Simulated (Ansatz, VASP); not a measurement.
BN in VASP and in Ansatz

Contents of INCAR:

```
SYSTEM = BN
  PREC = Accurate
  ENCUT = 520
  EDIFF = 1E-6
  ISMEAR = 0
  SIGMA = 0.05
  LREAL = .False.
  LASPH = .True.
  NELM = 60
  ALGO = Normal
  ISIF = 2
  LWAVE = .False.
  LCHARG = .False.
  GGA = PE
  NBANDS = 36
```

Contents of KPOINTS:

```
Automatic mesh
0
Gamma
  10 10 2
  0 0 0
```

Contents of POSCAR:

```
BN
1.0
    1.8130010000     -1.8130010000      0.0000000000
    1.8130010000      0.0000000000     -1.8130010000
   10.5759600334      5.5900259833      5.5900259833
B N
6 6
Direct
    0.6094034733      0.6094034733      0.0624666667
   -0.8211798600     -0.8211798600      0.8958000000
    0.1232868067      0.1232868067      0.2291333333
    0.1510534733      0.1510534733      0.5624666667
   -0.3628298600     -0.3628298600      0.3958000000
   -0.3350631933     -0.3350631933      0.7291333333
    0.2656409733      0.2656409733      0.4374666667
    0.7517576400      0.7517576400      0.2708000000
   -0.2204756933     -0.2204756933      0.6041333333
   -0.1927090267     -0.1927090267      0.9374666667
   -0.7065923600     -0.7065923600      0.7708000000
    0.2378743067      0.2378743067      0.1041333333
```

Input for Ansatz:

```yaml
crystal:
  lattice:
    - [1.813001, -1.813001, 0.0]
    - [1.813001, 0.0, -1.813001]
    - [10.5759600334, 5.5900259833, 5.5900259833]
  atoms:
    - { symbol: B, position: [0.6094034733, 0.6094034733, 0.0624666667] }
    - { symbol: B, position: [-0.82117986, -0.82117986, 0.8958] }
    - { symbol: B, position: [0.1232868067, 0.1232868067, 0.2291333333] }
    - { symbol: B, position: [0.1510534733, 0.1510534733, 0.5624666667] }
    - { symbol: B, position: [-0.36282986, -0.36282986, 0.3958] }
    - { symbol: B, position: [-0.3350631933, -0.3350631933, 0.7291333333] }
    - { symbol: "N", position: [0.2656409733, 0.2656409733, 0.4374666667] }
    - { symbol: "N", position: [0.75175764, 0.75175764, 0.2708] }
    - { symbol: "N", position: [-0.2204756933, -0.2204756933, 0.6041333333] }
    - { symbol: "N", position: [-0.1927090267, -0.1927090267, 0.9374666667] }
    - { symbol: "N", position: [-0.70659236, -0.70659236, 0.7708] }
    - { symbol: "N", position: [0.2378743067, 0.2378743067, 0.1041333333] }
basis:
  ecutwfc: 420
kpoints:
  mp_grid: { grid: [10, 10, 2] }
hamiltonian:
  xc: pbe
scf:
  occupations: { method: gaussian, width: 0.05 }
output:
  forces: true
  stress: true
  eigenvalues: true
```

Alike in both runs: task single point; functional PBE; k mesh 10 × 10 × 2; occupations gaussian, width 0.05 eV; no spin polarisation.

|  | VASP | Ansatz |
| --- | --- | --- |
| version | VASP 6.6.1 | Ansatz 0.2.0 |
| potentials or method | VASP PAW PBE potentials, release 64 (B, N), cutoff 520 eV | scalar-relativistic, plane waves, PAW |
| valence electrons in the cell | 48 | 48 |

VASP gave:

- gap on the k mesh at the Fermi level (eV): 3.89
- least direct gap on the mesh (eV): 5.60
- pressure (GPa): -0.3
- traceless stress, the component that is largest in VASP (GPa): 6.46
- rms of the force components (eV/Å): 0.453

Q: Estimate Ansatz's values.

A: gap on the k mesh at the Fermi level (eV): 3.91; least direct gap on the mesh (eV): 5.61; pressure (GPa): -0.5; traceless stress, the component that is largest in VASP (GPa): 6.46; rms of the force components (eV/Å): 0.454.

Atom by atom the forces differ by 0.001 eV/Å (rms over components). The functional is the same, so the differences come from potentials, cutoffs and numerics.
